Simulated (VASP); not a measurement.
Wanted: the native input for a VASP 6.6.1 run.

* Task: single point
* Functional: LDA
* Potentials or basis: VASP PAW LDA potentials, release 64 (Sn_d, Se)
* Cutoff: 520 eV
* k mesh: 8 × 8 × 4
* Occupations: gaussian, width 0.05 eV
* Spin: no spin polarisation
* Dipole correction: no
* Further INCAR settings: ALGO = Normal; EDIFF = 1e-07; NBANDS = 28

The structure of SnSe lies in POSCAR:

```
SnSe
1.0
    3.9264755026      0.0000000000      0.0000000000
    0.0000000000      3.9264755026      0.0000000000
    0.0000000000      0.0000000000     13.0914357155
Sn Se
2 2
Direct
    0.5000000000      0.0000000000      0.3722291100
    0.0000000000      0.5000000000      0.6277708900
    0.5000000000      0.0000000000      0.6160394900
    0.0000000000      0.5000000000      0.3839605100
```

This cell differs from its parent crystal: ratio of the length along z to the lengths across it x 1.3, volume and fractional coordinates fixed.

These files were run (other wordings do the same):

INCAR

```
  PREC = Accurate
  ENCUT = 520
  EDIFF = 1E-7
  ISMEAR = 0
  SIGMA = 0.05
  LREAL = F
  LASPH = T
  NELM = 80
  ALGO = Normal
  ISIF = 2
  LWAVE = F
  LCHARG = F
  GGA = CA
  NBANDS = 28
```

KPOINTS

```
Automatic mesh
0
Gamma
  8 8 4
```

Potentials or basis: VASP PAW LDA potentials, release 64 (Sn_d, Se).

Command:

```bash
$ cat potpaw_LDA.64/Sn_d/POTCAR potpaw_LDA.64/Se/POTCAR > POTCAR
$ mpirun -np 1 vasp_std > vasp.out
```

Results of the run:

| Property | Result |
| --- | --- |
| Largest force | 0.685 eV/Å |
| Band gap on the k mesh | 0.32 eV (least direct gap 0.47 eV) |

Caveat: there is no dipole correction, which matters where the two faces differ; semilocal functionals underestimate gaps, and a narrow one can read as zero; spin-orbit coupling is left out, which moves the levels of the heavy elements.

Wall time 2.5 min on 1 thread of AMD EPYC 9R45 96-Core Processor (Zen 5) (shared host), peak memory 0.34 GiB.
